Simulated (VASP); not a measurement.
# HfC (Fm-3m) in VASP: notebook

The runs below take HfC through single point, with PBE, r2SCAN.

Program: VASP 6.6.1. These are calculated values, not measurements. Logs are shortened: lines on timing, memory, paths and dates and some standing lists are left out, and cuts for length are marked.

## (1) The cell of the first run

Symmetry: Fm-3m, No. 225, cubic system. Conventional cell: a = 4.650 Å, b = 4.650 Å, c = 4.650 Å, α = 90.00°, β = 90.00°, γ = 90.00°. Within 3.1 Å of Hf (site symmetry m-3m) lie 6 C at 2.33 Å. C (site symmetry m-3m) has 6 Hf at 2.33 Å within 3.1 Å.

## (2) Single point, PBE

INCAR

```
  PREC = Accurate
  ENCUT = 520
  EDIFF = 1E-6
  ISMEAR = 0
  SIGMA = 0.028000000000000004
  LREAL = False
  LASPH = True
  NELM = 100
  ALGO = Normal
  ISIF = 2
  LWAVE = False
  LCHARG = True
  GGA = PE
  LELF = True
  LVHAR = True
  NBANDS = 14
```

KPOINTS

```
regular mesh
0
Gamma
  10 10 10
```

POSCAR

```
HfC
1.0
    0.0000000000      2.3250000000      2.3250000000
    2.3250000000      0.0000000000      2.3250000000
    2.3250000000      2.3250000000      0.0000000000
Hf C
1 1
Direct
    0.5000000000      0.5000000000      0.5000000000
    0.0000000000      0.0000000000      0.0000000000
```

Potentials or basis: VASP PAW PBE potentials, release 64 (Hf_pv, C).

Started as:

```bash
$ cat potpaw_PBE.64/Hf_pv/POTCAR potpaw_PBE.64/C/POTCAR > POTCAR
$ mpirun -np 1 vasp_std > vasp.out
```

OUTCAR:

```text
PREC = Accurate
   ENCUT = 520
   EDIFF = 1E-6
   ISMEAR = 0
   LREAL = False
   LASPH = True
   NELM = 100
   ISIF = 2
   GGA = PE

 ion  position               nearest neighbor table
   1  0.500  0.500  0.500-   2 2.33   2 2.33   2 2.33   2 2.33   2 2.33   2 2.33
   2  0.000  0.000  0.000-   1 2.33   1 2.33   1 2.33   1 2.33   1 2.33   1 2.33

  LATTYP: Found a face centered cubic cell.
 ALAT       =     4.6500000000

  Lattice vectors:

 A1 = (   0.0000000000,   2.3250000000,   2.3250000000)
 A2 = (   2.3250000000,   0.0000000000,   2.3250000000)
 A3 = (   2.3250000000,   2.3250000000,   0.0000000000)

Analysis of symmetry for initial positions (statically):
=====================================================================
 Subroutine PRICEL returns:
 Original cell was already a primitive cell.

 Routine SETGRP: Setting up the symmetry group for a
 face centered cubic supercell.

 Subroutine GETGRP returns: Found 48 space group operations
 (whereof 48 operations were pure point group operations)
 out of a pool of 48 trial point group operations.

The static configuration has the point symmetry O_h .

Analysis of symmetry for dynamics (positions and initial velocities):
=====================================================================
 Subroutine PRICEL returns:
 Original cell was already a primitive cell.

 Routine SETGRP: Setting up the symmetry group for a
 face centered cubic supercell.

 Subroutine GETGRP returns: Found 48 space group operations
 (whereof 48 operations were pure point group operations)
 out of a pool of 48 trial point group operations.

The dynamic configuration has the point symmetry O_h .

 Subroutine INISYM returns: Found 48 space group operations
 (whereof 48 operations are pure point group operations),
 and found     1 'primitive' translations

----------------------------------------------------------------------------------------

                                     Primitive cell

  volume of cell :      25.1362

  direct lattice vectors                    reciprocal lattice vectors
     0.000000000  2.325000000  2.325000000    -0.215053763  0.215053763  0.215053763
     2.325000000  0.000000000  2.325000000     0.215053763 -0.215053763  0.215053763
     2.325000000  2.325000000  0.000000000     0.215053763  0.215053763 -0.215053763

  length of vectors
     3.288046533  3.288046533  3.288046533     0.372484045  0.372484045  0.372484045

  position of ions in fractional coordinates (direct lattice)
     0.500000000  0.500000000  0.500000000
     0.000000000  0.000000000  0.000000000

  ion indices of the primitive-cell ions
   primitive index   ion index
                 1           1
                 2           2

----------------------------------------------------------------------------------------

 KPOINTS: regular mesh

Automatic generation of k-mesh.
 Grid dimensions read from file:
 generate k-points for:   10   10   10

 Generating k-lattice:

  Cartesian coordinates                     Fractional coordinates (reciprocal lattice)
    -0.021505376  0.021505376  0.021505376     0.100000000  0.000000000  0.000000000
     0.021505376 -0.021505376  0.021505376     0.000000000  0.100000000  0.000000000
     0.021505376  0.021505376 -0.021505376     0.000000000  0.000000000  0.100000000

  Length of vectors
     0.037248404  0.037248404  0.037248404

  Shift w.r.t. Gamma in fractional coordinates (k-lattice)
     0.000000000  0.000000000  0.000000000

 Subroutine IBZKPT returns following result:
 ===========================================

 Found     47 irreducible k-points:

 Following reciprocal coordinates:
            Coordinates               Weight
  0.000000  0.000000  0.000000      1.000000
  0.100000  0.000000  0.000000      8.000000
  0.200000  0.000000  0.000000      8.000000
  0.300000  0.000000  0.000000      8.000000
  0.400000  0.000000  0.000000      8.000000
  0.500000  0.000000  0.000000      4.000000
[... 16 lines left out ...]
  0.300000  0.300000  0.000000      6.000000
  0.400000  0.300000  0.000000     24.000000
 [... further k-points ...]
   k-points           NKPTS =     47   k-points in BZ     NKDIM =     47   number of bands    NBANDS=     14
   number of dos      NEDOS =    301   number of ions     NIONS =      2
   total plane-waves  NPLWV =  13824
   dimension x,y,z NGX =    24 NGY =   24 NGZ =   24
   dimension x,y,z NGXF=    48 NGYF=   48 NGZF=   48
   ions per type =               1   1
   NGX,Y,Z   is equivalent  to a cutoff of  12.13, 12.13, 12.13 a.u.
   NGXF,Y,Z  is equivalent  to a cutoff of  24.27, 24.27, 24.27 a.u.
 SYSTEM =  unknown system
   PREC   = accura    normal or accurate (medium, high low for compatibility)
   ISTART =      0    job   : 0-new  1-cont  2-samecut
   ICHARG =      2    charge: 1-file 2-atom 10-const
   ISPIN  =      1    spin polarized calculation?
   LNONCOLLINEAR =      F non collinear calculations
   LSORBIT =      F    spin-orbit coupling
   LASPH  =      T    aspherical Exc in radial PAW
   ENCUT  =  520.0 eV  38.22 Ry    6.18 a.u.   6.11  6.11  6.11*2*pi/ulx,y,z
   NELM   =    100;   NELMIN=  2; NELMDL= -5     # of ELM steps
   EDIFF  = 0.1E-05   stopping-criterion for ELM
   LREAL  =      F    real-space projection
   EDIFFG = 0.1E-04   stopping-criterion for IOM
   NSW    =      0    number of steps for IOM
   IBRION =     -1    ionic relax: 0-MD 1-quasi-New 2-CG
   NFREE  =      0    steps in history (QN), initial steepest desc. (CG)
   ISIF   =      2    stress and relaxation
   ISYM   =      2    0-nonsym 1-usesym 2-fastsym
   POTIM  = 0.5000    time-step for ionic-motion
   TEBEG  =    0.0;   TEEND  =   0.0 temperature during run
   PSTRESS=    0.0 pullay stress
   NELECT =      14.0000    total number of electrons
   NUPDOWN=      -1.0000    fix difference up-down
   EMIN   =  10.00;   EMAX   =-10.00  energy-range for DOS
   EFERMI =   0.00;   METHOD = LEGACY
   ISMEAR =     0;   SIGMA  =   0.03  broadening in eV -4-tet -1-fermi 0-gaus
   EFERMI_NEDOS =   21; number of points for ismear=-14 and -15
   IALGO  =     38    algorithm
   IMIX   =      4    mixing-type and parameters
     AMIX     =   0.40;   BMIX     =  1.00
     AMIX_MAG =   1.60;   BMIX_MAG =  1.00
  volume/ion in A,a.u.               =      12.57        84.81
  Fermi-wavevector in a.u.,A,eV,Ry     =   1.346949  2.545365 24.684672  1.814272
  Thomas-Fermi vector in A             =   2.474740
   LORBIT       =      0    0 simple, 1 ext, 2 COOP (PROOUT), +10 PAW based schemes
   GGA     = PE    functional components
   LHFCALC =     F    Hartree Fock is set to
   AEXX    =    0.0000 exact exchange contribution
   IVDW    =     0    specifies the selected vdW correction
   LEPSILON=     F    determine dielectric tensor
   LRPA    =     F    only Hartree local field effects (RPA)
 non-spin polarized calculation
 Gauss-broadening in eV      SIGMA  =   0.03
  energy-cutoff  :      520.00
  volume of cell :       25.14
 maximum number of plane-waves:       700
   NGX = 13   NGY = 13   NGZ = 13

 number of electron      14.0000000 magnetization

 Free energy of the ion-electron system (eV)
  ---------------------------------------------------
  ext. energy  EPLUGINS =         0.00000000
  ---------------------------------------------------
  free energy    TOTEN  =       -21.04288541 eV

  energy without entropy =      -21.04263685  energy(sigma->0) =      -21.04276113

 E-fermi :   5.9729     XC(G=0): -12.2853

 val. band max:        5.9663088483   @ k =   0.1000   0.0000   0.0000
 cond. band min:       6.1056372393   @ k =   0.1000   0.1000   0.0000
 fundamental gap:      0.1393283910
 Fermi energy:         5.9729335652

 k-point     1 :       0.0000    0.0000    0.0000
  band No.  band energies     occupation
      1     -23.6175      2.00000
      2     -23.6175      2.00000
      3     -23.6175      2.00000
      4      -6.3570      2.00000
      5       6.9514      0.00000
      6       6.9514      0.00000
      7       6.9514      0.00000
      8       7.3452      0.00000
      9       7.3452      0.00000
     10       7.3452      0.00000
     11       9.3445      0.00000
     12       9.3445      0.00000
     13      12.7804      0.00000
     14      16.9543      0.00000

 k-point     2 :       0.1000    0.0000    0.0000
  band No.  band energies     occupation
      1     -23.6862      2.00000
      2     -23.6241      2.00000
      3     -23.6241      2.00000
      4      -6.1075      2.00000
      5       5.5842      2.00000
      6       5.9663      1.26209
      7       5.9663      1.26207
      8       7.7524      0.00000
      9       7.7524      0.00000
     10       8.1105      0.00000
     11      10.4416      0.00000
     12      10.4416      0.00000
     13      13.3302      0.00000
     14      17.6478      0.00000

 k-point     3 :       0.2000    0.0000    0.0000
  band No.  band energies     occupation
      1     -23.8614      2.00000
      2     -23.6414      2.00000
      3     -23.6414      2.00000
      4      -5.4093      2.00000
      5       3.8013      2.00000
      6       4.7290      2.00000
      7       4.7290      2.00000
      8       8.4940      0.00000
      9       8.4940      0.00000
     10       8.6481      0.00000
     11      12.4285      0.00000
     12      12.4285      0.00000
     13      14.4811      0.00000
     14      19.2683      0.00000

 k-point     4 :       0.3000    0.0000    0.0000
  band No.  band energies     occupation
      1     -24.0696      2.00000
      2     -23.6626      2.00000
      3     -23.6626      2.00000
      4      -4.3963      2.00000
      5       2.0764      2.00000
      6       3.7682      2.00000
      7       3.7682      2.00000
      8       9.3251      0.00000
      9       9.5690      0.00000
     10       9.5690      0.00000
     11      14.5375      0.00000
     12      14.5375      0.00000
     13      15.1115      0.00000
     14      19.6784      0.00000

 k-point     5 :       0.4000    0.0000    0.0000
  band No.  band energies     occupation
      1     -24.2318      2.00000
      2     -23.6796      2.00000
      3     -23.6796      2.00000
      4      -3.2776      2.00000
      5       0.5884      2.00000
      6       3.1730      2.00000
      7       3.1730      2.00000
      8      10.4390      0.00000
      9      10.7103      0.00000
     10      10.7103      0.00000
     11      14.0422      0.00000
[... 276 lines left out ...]
 k-point    22 :      -0.2000    0.2000    0.0000
  band No.  band energies     occupation
      1     -24.0321      2.00000
      2     -23.7950      2.00000
      3     -23.6554      2.00000
      4      -4.2152      2.00000
      5       1.9483      2.00000
      6       3.5548      2.00000
      7       3.8777      2.00000
      8       8.9083      0.00000
      9       9.9854      0.00000
     10      11.1122      0.00000
     11      11.8993      0.00000
     12      15.5590      0.00000
     13      16.2202      0.00000
     14      19.6969      0.00000

 k-point    23 :       0.3000    0.3000    0.0000
  band No.  band energies     occupation
      1     -24.0237      2.00000
      2     -23.7696      2.00000
      3     -23.7696      2.00000
      4      -4.5393      2.00000
      5       2.1575      2.00000
      6       5.0120      2.00000
      7       5.5456      2.00000
      8       5.5456      2.00000
      9      10.5038      0.00000
     10      11.9600      0.00000
     11      11.9600      0.00000
     12      13.3292      0.00000
     13      18.2846      0.00000
     14      19.6403      0.00000

 k-point    24 :       0.4000    0.3000    0.0000
  band No.  band energies     occupation
      1     -24.1074      2.00000
      2     -23.8145      2.00000
      3     -23.7939      2.00000
      4      -4.2731      2.00000
      5       2.2370      2.00000
      6       4.1531      2.00000
      7       5.2407      2.00000
      8       6.1652      0.00000
      9      11.3180      0.00000
     10      12.3367      0.00000
     11      12.4656      0.00000
     12      14.2276      0.00000
     13      17.5391      0.00000
     14      18.6126      0.00000

 [... further k-points ...]

------------------------ aborting loop because EDIFF is reached ----------------------------------------

  FORCE on cell =-STRESS in cart. coord.  units (eV):
  Direction    XX          YY          ZZ          XY          YZ          ZX
  --------------------------------------------------------------------------------------
  -------------------------------------------------------------------------------------
  Total       -0.0710674     -0.0710674     -0.0710674      0.0000000      0.0000000      0.0000000
  in kB       -4.5298303     -4.5298303     -4.5298303      0.0000000      0.0000000      0.0000000
  external PRESSURE =      -4.5298303 kB  Pullay stress =       0.0000000 kB

 VOLUME and BASIS-vectors are now :
 -----------------------------------------------------------------------------
  energy-cutoff  :      520.00
  volume of cell :       25.14
      direct lattice vectors                 reciprocal lattice vectors
     0.000000000  2.325000000  2.325000000    -0.215053763  0.215053763  0.215053763
     2.325000000  0.000000000  2.325000000     0.215053763 -0.215053763  0.215053763
     2.325000000  2.325000000  0.000000000     0.215053763  0.215053763 -0.215053763

 POSITION                                       TOTAL-FORCE (eV/Angst)
 -----------------------------------------------------------------------------------
      2.32500      2.32500      2.32500        -0.000000     -0.000000     -0.000000
      0.00000      0.00000      0.00000         0.000000      0.000000      0.000000
 -----------------------------------------------------------------------------------
    total drift:                                0.000000     -0.000000      0.000000

  FREE ENERGIE OF THE ION-ELECTRON SYSTEM (eV)
  ---------------------------------------------------
  free  energy   TOTEN  =       -21.0428854091 eV

  energy  without entropy=      -21.0426368480  energy(sigma->0) =      -21.04276113
```

It took 25 s on 1 thread of Intel Xeon 6975P-C, shared host; peak memory 0.15 GiB.

What came out:

```yaml
Free_energy: -21.0429 eV
Pressure: -0.5 GPa
Band_gap_on_the_k_mesh: zero (band 7 reaches 6.95 eV, above the bottom of band 8 at 5.55 eV)
```

Caveat: spin-orbit coupling is left out, which moves the levels of the heavy elements.

## (3) Single point, r2SCAN

POSCAR is that of step 2.

INCAR.step1

```
SYSTEM = HfC
PREC = Accurate ; ENCUT = 520
ISMEAR = 0 ; SIGMA = 0.1
LREAL = .False. ; LASPH = .True.
NELM = 100 ; NBANDS = 14
GGA = PE ; ALGO = Normal
EDIFF = 1E-4 ; LWAVE = .True.
LCHARG = .False.
```

INCAR.step2

```
SYSTEM = HfC
PREC = Accurate ; ENCUT = 520
EDIFF = 1E-6 ; ISMEAR = 0
SIGMA = 0.1 ; LREAL = .False.
LASPH = .True. ; NELM = 100
ALGO = Normal ; ISIF = 2
LWAVE = .False. ; LCHARG = .True.
METAGGA = R2SCAN ; LMIXTAU = .True.
LELF = .True. ; LVHAR = .True.
NBANDS = 14 ; ISTART = 1
```

KPOINTS

```
regular mesh
0
Gamma
  8 8 8
  0 0 0
```

Potentials or basis: VASP PAW PBE potentials, release 64 (Hf_pv, C).

Started as:

```bash
$ cat potpaw_PBE.64/Hf_pv/POTCAR potpaw_PBE.64/C/POTCAR > POTCAR
$ cp INCAR.step1 INCAR
$ mpirun -np 1 vasp_std > vasp.out
$ cp INCAR.step2 INCAR
$ mpirun -np 1 vasp_std > vasp.out
```

It took 58 s on 1 thread of AMD EPYC 9R45 (Zen 5), shared host; peak memory 0.12 GiB.

It converged, with:

| Property | Result |
| --- | --- |
| Free energy | -57.3370 eV |
| Pressure | -2.5 GPa |
| Band gap on the k mesh | zero (band 7 reaches 6.90 eV, above the bottom of band 8 at 5.55 eV) |

Levels at points of the mesh, in eV from the Fermi level:
```
           k point  band 4  band 5  band 6  band 7  band 8  band 9  band 10  band 11
(0.00, 0.00, 0.00)  -12.93    1.11    1.11    1.11    1.74    1.74     1.74     3.65
(0.50, 0.00, 0.00)   -9.19   -6.21   -3.04   -3.04    5.76    5.76     6.30     7.09
(0.50, 0.50, 0.00)  -11.05   -2.70   -1.51   -0.07   -0.07    5.57     7.18     7.18
```

Caveat: the PAW data sets were made with another functional, which shifts forces and pressure a little; spin-orbit coupling is left out, which moves the levels of the heavy elements.
